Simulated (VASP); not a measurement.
Set up this calculation in VASP 6.6.1, as the native input.

| Quantity | Value |
| --- | --- |
| Task | single point |
| Functional | PBE |
| Potentials or basis | VASP PAW PBE potentials, release 64 (Cu, H) |
| Cutoff | 520 eV |
| k mesh | 12 × 12 × 12 |
| Occupations | gaussian, width 0.1 eV |
| Spin | no spin polarisation |
| Dipole correction | no |
| Further INCAR settings | ALGO = Normal; EDIFF = 1e-06; NBANDS = 30 |

The structure of Cu4H lies in POSCAR:

```
Cu4H
1.0
   -2.4208646025      2.4208646025      2.4208646025
    2.4208646025     -2.4208646025      2.4208646025
    2.4208646025      2.4208646025     -2.4208646025
Cu H
4 1
Direct
    0.0000000000      0.0000000000      0.5000000000
    0.5000000000      0.0000000000      0.0000000000
    0.0000000000      0.5000000000      0.0000000000
    0.5000000000      0.5000000000      0.5000000000
    0.0000000000      0.0000000000      0.0000000000
```

One way to write it, as run:

INCAR

```
ALGO     = Normal         # electronic algorithm
EDIFF    = 1E-6           # SCF threshold, eV
ENCUT    = 520            # plane-wave cutoff, eV
GGA      = PE             # functional
ISIF     = 2              # what is computed and relaxed
ISMEAR   = 0              # smearing method
LASPH    = T              # aspherical terms in the spheres
LCHARG   = T              # write CHGCAR
LELF     = T              # ELF
LREAL    = F              # projectors in reciprocal space
LVHAR    = T            
LWAVE    = F              # write WAVECAR
NBANDS   = 30             # bands
NELM     = 100            # most SCF steps
PREC     = Accurate       # precision mode
SIGMA    = 0.1            # smearing width, eV
```

KPOINTS

```
k-points
0
Gamma
  12 12 12
```

Potentials or basis: VASP PAW PBE potentials, release 64 (Cu, H).

Command:

```sh
$ cat potpaw_PBE.64/Cu/POTCAR potpaw_PBE.64/H/POTCAR > POTCAR
$ mpirun -np 1 vasp_std > vasp.out
```

Results of the run:

```yaml
Pressure: 0.0 GPa
```

Run time: 94 s on 1 thread of AMD EPYC 7R43 64-Core Processor (Zen 3), on a shared host, peak memory 0.2 GiB.
